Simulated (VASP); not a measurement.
# Pt (I4/mmm) in VASP: single point with r2SCAN

Aim: the single point of Pt with r2SCAN.

Everything below comes from runs of VASP 6.6.1. Logs are shortened: lines on timing, memory, paths and dates and some standing lists are left out, and cuts for length are marked.

### Step 1. The cell of the first run

The structure is tetragonal, space group I4/mmm (No. 139). The conventional cell has a = 2.907 Å, b = 2.907 Å, c = 3.818 Å, α = 90.00°, β = 90.00°, γ = 90.00°. Pt (site symmetry 4/mmm) has 14 Pt at 2.81 to 3.82 Å within 3.9 Å.

### Step 2. Single point, r2SCAN (strain +0.050 along x and y, -0.025 along z)

POSCAR

```
Pt
1.0
    0.0000000000      2.0557950000      1.9089525000
    2.0557950000      0.0000000000      1.9089525000
    2.0557950000      2.0557950000      0.0000000000
Pt
1
Direct
    0.0000000000      0.0000000000      0.0000000000
```

INCAR.step1

```
PREC     = Accurate       # precision mode
ENCUT    = 520            # plane-wave cutoff, eV
ISMEAR   = 0              # smearing method
SIGMA    = 0.15           # smearing width, eV
LREAL    = F              # projectors in reciprocal space
LASPH    = T              # aspherical terms in the spheres
NELM     = 80             # most SCF steps
NBANDS   = 11             # bands
GGA      = PE             # functional
ALGO     = Normal         # electronic algorithm
EDIFF    = 1E-4           # SCF threshold, eV
LWAVE    = T              # write WAVECAR
LCHARG   = F              # write CHGCAR
```

INCAR.step2

```
PREC     = Accurate       # precision mode
ENCUT    = 520            # plane-wave cutoff, eV
EDIFF    = 1E-6           # SCF threshold, eV
ISMEAR   = 0              # smearing method
SIGMA    = 0.15           # smearing width, eV
LREAL    = F              # projectors in reciprocal space
LASPH    = T              # aspherical terms in the spheres
NELM     = 80             # most SCF steps
ALGO     = Normal         # electronic algorithm
ISIF     = 2              # what is computed and relaxed
LWAVE    = F              # write WAVECAR
LCHARG   = F              # write CHGCAR
METAGGA  = R2SCAN         # meta-GGA
LMIXTAU  = T            
NBANDS   = 11             # bands
ISTART   = 1
```

KPOINTS

```
regular mesh
0
Gamma
  20 20 20
```

Potentials or basis: VASP PAW PBE potentials, release 64 (Pt).

On the command line:

```console
$ cat potpaw_PBE.64/Pt/POTCAR > POTCAR
$ cp INCAR.step1 INCAR
$ mpirun -np 1 vasp_std > vasp.out
$ cp INCAR.step2 INCAR
$ mpirun -np 1 vasp_std > vasp.out
```

OUTCAR:

```text
PREC = Accurate
   ENCUT = 520
   EDIFF = 1E-6
   ISMEAR = 0
   LREAL = F
   LASPH = T
   NELM = 80
   ISIF = 2
   METAGGA = R2SCAN
   ISTART = 1

 ion  position               nearest neighbor table
   1  0.000  0.000  0.000-

  LATTYP: Found a body centered tetragonal cell.
 ALAT       =     2.9073331705
 C/A-ratio  =     1.3131983079

  Lattice vectors:

 A1 = (   0.0000000000,  -2.0557950000,  -1.9089525000)
 A2 = (   0.0000000000,   2.0557950000,  -1.9089525000)
 A3 = (   2.0557950000,   0.0000000000,   1.9089525000)

Analysis of symmetry for initial positions (statically):
=====================================================================
 Subroutine PRICEL returns:
 Original cell was already a primitive cell.

 Routine SETGRP: Setting up the symmetry group for a
 body centered tetragonal supercell.

 Subroutine GETGRP returns: Found 16 space group operations
 (whereof 16 operations were pure point group operations)
 out of a pool of 16 trial point group operations.

The static configuration has the point symmetry D_4h.

Analysis of symmetry for dynamics (positions and initial velocities):
=====================================================================
 Subroutine PRICEL returns:
 Original cell was already a primitive cell.

 Routine SETGRP: Setting up the symmetry group for a
 body centered tetragonal supercell.

 Subroutine GETGRP returns: Found 16 space group operations
 (whereof 16 operations were pure point group operations)
 out of a pool of 16 trial point group operations.

The dynamic configuration has the point symmetry D_4h.

 Subroutine INISYM returns: Found 16 space group operations
 (whereof 16 operations are pure point group operations),
 and found     1 'primitive' translations

----------------------------------------------------------------------------------------

                                     Primitive cell

  volume of cell :      16.1356

  direct lattice vectors                    reciprocal lattice vectors
     0.000000000  2.055795000  1.908952500    -0.243214912  0.243214912  0.261923751
     2.055795000  0.000000000  1.908952500     0.243214912 -0.243214912  0.261923751
     2.055795000  2.055795000  0.000000000     0.243214912  0.243214912 -0.261923751

  length of vectors
     2.805422023  2.805422023  2.907333170     0.432332093  0.432332093  0.432332093

  position of ions in fractional coordinates (direct lattice)
     0.000000000  0.000000000  0.000000000

  ion indices of the primitive-cell ions
   primitive index   ion index
                 1           1

----------------------------------------------------------------------------------------

 KPOINTS: regular mesh

Automatic generation of k-mesh.
 Grid dimensions read from file:
 generate k-points for:   20   20   20

 Generating k-lattice:

  Cartesian coordinates                     Fractional coordinates (reciprocal lattice)
    -0.012160746  0.012160746  0.013096188     0.050000000  0.000000000  0.000000000
     0.012160746 -0.012160746  0.013096188     0.000000000  0.050000000  0.000000000
     0.012160746  0.012160746 -0.013096188     0.000000000  0.000000000  0.050000000

  Length of vectors
     0.021616605  0.021616605  0.021616605

  Shift w.r.t. Gamma in fractional coordinates (k-lattice)
     0.000000000  0.000000000  0.000000000

 Subroutine IBZKPT returns following result:
 ===========================================

 Found    641 irreducible k-points:

 Following reciprocal coordinates:
            Coordinates               Weight
  0.000000  0.000000  0.000000      1.000000
  0.050000 -0.000000  0.000000      8.000000
  0.100000  0.000000  0.000000      8.000000
  0.150000 -0.000000  0.000000      8.000000
  0.200000  0.000000  0.000000      8.000000
  0.250000 -0.000000  0.000000      8.000000
[... 16 lines left out ...]
 -0.400000  0.050000  0.000000      8.000000
 -0.350000  0.050000  0.000000      8.000000
 [... further k-points ...]
   k-points           NKPTS =    641   k-points in BZ     NKDIM =    641   number of bands    NBANDS=     11
   number of dos      NEDOS =    301   number of ions     NIONS =      1
   total plane-waves  NPLWV =  13824
   dimension x,y,z NGX =    24 NGY =   24 NGZ =   24
   dimension x,y,z NGXF=    48 NGYF=   48 NGZF=   48
   ions per type =               1
   NGX,Y,Z   is equivalent  to a cutoff of  14.22, 14.22, 13.72 a.u.
   NGXF,Y,Z  is equivalent  to a cutoff of  28.44, 28.44, 27.45 a.u.
 SYSTEM =  unknown system
   PREC   = accura    normal or accurate (medium, high low for compatibility)
   ISTART =      1    job   : 0-new  1-cont  2-samecut
   ICHARG =      0    charge: 1-file 2-atom 10-const
   ISPIN  =      1    spin polarized calculation?
   LNONCOLLINEAR =      F non collinear calculations
   LSORBIT =      F    spin-orbit coupling
   LASPH  =      T    aspherical Exc in radial PAW
   ENCUT  =  520.0 eV  38.22 Ry    6.18 a.u.   5.22  5.22  5.41*2*pi/ulx,y,z
   NELM   =     80;   NELMIN=  2; NELMDL=  0     # of ELM steps
   EDIFF  = 0.1E-05   stopping-criterion for ELM
   LREAL  =      F    real-space projection
   EDIFFG = 0.1E-04   stopping-criterion for IOM
   NSW    =      0    number of steps for IOM
   IBRION =     -1    ionic relax: 0-MD 1-quasi-New 2-CG
   NFREE  =      0    steps in history (QN), initial steepest desc. (CG)
   ISIF   =      2    stress and relaxation
   ISYM   =      2    0-nonsym 1-usesym 2-fastsym
   POTIM  = 0.5000    time-step for ionic-motion
   TEBEG  =    0.0;   TEEND  =   0.0 temperature during run
   PSTRESS=    0.0 pullay stress
   NELECT =      10.0000    total number of electrons
   NUPDOWN=      -1.0000    fix difference up-down
   EMIN   =  10.00;   EMAX   =-10.00  energy-range for DOS
   EFERMI =   0.00;   METHOD = LEGACY
   ISMEAR =     0;   SIGMA  =   0.15  broadening in eV -4-tet -1-fermi 0-gaus
   EFERMI_NEDOS =   21; number of points for ismear=-14 and -15
   IALGO  =     38    algorithm
   IMIX   =      4    mixing-type and parameters
     AMIX     =   0.40;   BMIX     =  1.00
     AMIX_MAG =   1.60;   BMIX_MAG =  1.00
  volume/ion in A,a.u.               =      16.14       108.89
  Fermi-wavevector in a.u.,A,eV,Ry     =   1.395768  2.637619 26.506441  1.948168
  Thomas-Fermi vector in A             =   2.519188
   LORBIT       =      0    0 simple, 1 ext, 2 COOP (PROOUT), +10 PAW based schemes
   METAGGA = R2SCAN    functional components
   LHFCALC =     F    Hartree Fock is set to
   AEXX    =    0.0000 exact exchange contribution
   IVDW    =     0    specifies the selected vdW correction
   LEPSILON=     F    determine dielectric tensor
   LRPA    =     F    only Hartree local field effects (RPA)
 non-spin polarized calculation
 Gauss-broadening in eV      SIGMA  =   0.15
  energy-cutoff  :      520.00
  volume of cell :       16.14
 maximum number of plane-waves:       447
 NGX is ok and might be reduce to    24
   NGX = 11   NGY = 11   NGZ = 11

 number of electron      10.0000001 magnetization

 Free energy of the ion-electron system (eV)
  ---------------------------------------------------
  ext. energy  EPLUGINS =         0.00000000
  ---------------------------------------------------
  free energy    TOTEN  =       -51.47096961 eV

  energy without entropy =      -51.45112319  energy(sigma->0) =      -51.46104640

 E-fermi :   9.7393     XC(G=0): -14.1540

 val. band max:        9.7388142106   @ k =  -0.2500   0.1500   0.1000
 cond. band min:       9.7451360060   @ k =  -0.4000   0.0500   0.4000
 fundamental gap:      0.0063217954
 Fermi energy:         9.7392790477

 k-point     1 :       0.0000    0.0000    0.0000
  band No.  band energies     occupation
      1       0.0411      2.00000
      2       6.0327      2.00000
      3       6.0327      2.00000
      4       6.7963      2.00000
      5       7.7332      2.00000
      6       8.5744      2.00000
      7      25.5086      0.00000
      8      29.6243      0.00000
      9      29.6243      0.00000
     10      31.3769      0.00000
     11      35.9097      0.00000

 k-point     2 :       0.0500   -0.0000    0.0000
  band No.  band energies     occupation
      1       0.1399      2.00000
      2       6.0253      2.00000
      3       6.0704      2.00000
      4       6.7986      2.00000
      5       7.7232      2.00000
      6       8.5460      2.00000
      7      25.6500      0.00000
      8      29.3459      0.00000
      9      29.7639      0.00000
     10      31.2141      0.00000
     11      36.4985      0.00000

 k-point     3 :       0.1000    0.0000    0.0000
  band No.  band energies     occupation
      1       0.4294      2.00000
      2       5.9898      2.00000
      3       6.1670      2.00000
      4       6.8241      2.00000
      5       7.7123      2.00000
      6       8.4738      2.00000
      7      26.0343      0.00000
      8      28.3662      0.00000
      9      30.1723      0.00000
     10      31.3299      0.00000
     11      36.8061      0.00000

 k-point     4 :       0.1500   -0.0000    0.0000
  band No.  band energies     occupation
      1       0.8862      2.00000
      2       5.9208      2.00000
      3       6.2693      2.00000
      4       6.8908      2.00000
      5       7.7585      2.00000
      6       8.3973      2.00000
      7      26.4536      0.00000
      8      27.0329      0.00000
      9      30.8148      0.00000
     10      31.8627      0.00000
     11      35.2480      0.00000

 k-point     5 :       0.2000    0.0000    0.0000
  band No.  band energies     occupation
      1       1.4600      2.00000
      2       5.8743      2.00000
      3       6.3041      2.00000
      4       6.9596      2.00000
      5       7.9385      2.00000
      6       8.3826      2.00000
      7      25.2380      0.00000
      8      26.9897      0.00000
      9      31.6129      0.00000
     10      32.5623      0.00000
     11      34.0236      0.00000
[... 211 lines left out ...]
 k-point    21 :       0.5000    0.0500    0.0000
  band No.  band energies     occupation
      1       2.9877      2.00000
      2       5.8664      2.00000
      3       6.5058      2.00000
      4       8.7167      2.00000
      5      10.0004      0.01382
      6      10.6028      0.00000
      7      15.4774      0.00000
      8      25.0604      0.00000
      9      28.2747      0.00000
     10      29.9541      0.00000
     11      37.4107      0.00000

 k-point    22 :      -0.4500    0.0500    0.0000
  band No.  band energies     occupation
      1       2.9873      2.00000
      2       5.8718      2.00000
      3       6.5076      2.00000
      4       8.7192      2.00000
      5       9.8686      0.22259
      6      10.3979      0.00000
      7      15.8126      0.00000
      8      25.1055      0.00000
      9      28.6089      0.00000
     10      29.7709      0.00000
     11      37.4725      0.00000

 k-point    23 :      -0.4000    0.0500    0.0000
  band No.  band energies     occupation
      1       2.9785      2.00000
      2       5.9269      2.00000
      3       6.5610      2.00000
      4       8.1709      2.00000
      5       9.5509      1.92422
      6       9.8692      0.22071
      7      17.2045      0.00000
      8      25.3548      0.00000
      9      29.4008      0.00000
     10      29.9252      0.00000
     11      37.0280      0.00000

 k-point    24 :      -0.3500    0.0500    0.0000
  band No.  band energies     occupation
      1       2.9139      2.00000
      2       6.0258      2.00000
      3       6.6572      2.00000
      4       7.2637      2.00000
      5       9.1068      2.00000
      6       9.4830      1.98432
      7      19.0412      0.00000
      8      25.7950      0.00000
      9      30.3329      0.00000
     10      30.5939      0.00000
     11      35.8211      0.00000

 [... further k-points ...]

------------------------ aborting loop because EDIFF is reached ----------------------------------------

  FORCE on cell =-STRESS in cart. coord.  units (eV):
  Direction    XX          YY          ZZ          XY          YZ          ZX
  --------------------------------------------------------------------------------------
  -------------------------------------------------------------------------------------
  Total       -1.2764180     -1.2764180     -0.9575572      0.0000000     -0.0000000     -0.0000000
  in kB     -126.7414834   -126.7414834    -95.0803113      0.0000000     -0.0000000     -0.0000000
  external PRESSURE =    -116.1877593 kB  Pullay stress =       0.0000000 kB

 VOLUME and BASIS-vectors are now :
 -----------------------------------------------------------------------------
  energy-cutoff  :      520.00
  volume of cell :       16.14
      direct lattice vectors                 reciprocal lattice vectors
     0.000000000  2.055795000  1.908952500    -0.243214912  0.243214912  0.261923751
     2.055795000  0.000000000  1.908952500     0.243214912 -0.243214912  0.261923751
     2.055795000  2.055795000  0.000000000     0.243214912  0.243214912 -0.261923751

 POSITION                                       TOTAL-FORCE (eV/Angst)
 -----------------------------------------------------------------------------------
      0.00000      0.00000      0.00000         0.000000      0.000000      0.000000
 -----------------------------------------------------------------------------------
    total drift:                               -0.000000     -0.000000     -0.000000

  FREE ENERGIE OF THE ION-ELECTRON SYSTEM (eV)
  ---------------------------------------------------
  free  energy   TOTEN  =       -51.4709696095 eV

  energy  without entropy=      -51.4511231869  energy(sigma->0) =      -51.46104640
```

Run time: 8.2 min. Hardware: 1 thread of Oxide Virtual Turin-like, shared host; peak memory 0.21 GiB.

What came out:

```
Free energy            : -51.4710 eV
Pressure               : -11.6 GPa
Band gap on the k mesh : zero (bands 5 and 6 overlap by 2.40 eV)
```

Caveat: the cell differs from its parent crystal (strain +0.050 along x and y, -0.025 along z); the cell stands under tension; the PAW data sets were made with another functional, which shifts forces and pressure a little; spin-orbit coupling is left out, which moves the levels of the heavy elements.
